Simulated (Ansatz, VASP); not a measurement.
# One calculation of SiAg2As2, two programs

```xyz
5
Lattice="4.7413 0.0000 0.0000 -2.3706 4.1061 0.0000 0.0000 0.0000 7.5432" Properties=species:S:1:pos:R:3 pbc="T T T"
Si    0.0000    0.0000    0.0000
Ag    0.0000    0.0000    2.4391
Ag    0.0000    0.0000    5.1041
As    0.0000    2.7374    0.0000
As    2.3706    1.3687    0.0000
```

Alike in both runs: functional PBE; k mesh 6 × 6 × 2; occupations gaussian, width 0.1 eV; no spin polarisation.

Ansatz relaxed the structure, and its values are those at the end. VASP's run is a single point on that final structure, the one shown.

|  | VASP | Ansatz |
| --- | --- | --- |
| version | VASP 6.6.1 | Ansatz 0.2.0 |
| potentials or method | VASP PAW PBE potentials, release 64 (Si, Ag, As), cutoff 520 eV | scalar-relativistic, plane waves, PAW |
| valence electrons in the cell | 36 | 72 |

|  | VASP | Ansatz | Ansatz less VASP |
| --- | --- | --- | --- |
| gap on the k mesh at the Fermi level (eV) | none | none | - |
| pressure (GPa) | -0.1 | -0.2 | -0.05 |
| rms of the force components (eV/Å) | 0.006 | 0.000 | -0.0063 |

A gap of «none» marks a metal or a gap that the smearing closes. VASP's potentials hold 36 valence electrons a cell and Ansatz's 72, so a difference there can come from the potentials and not from the codes.

The k mesh is coarse, so the values compare programs but aren't converged.
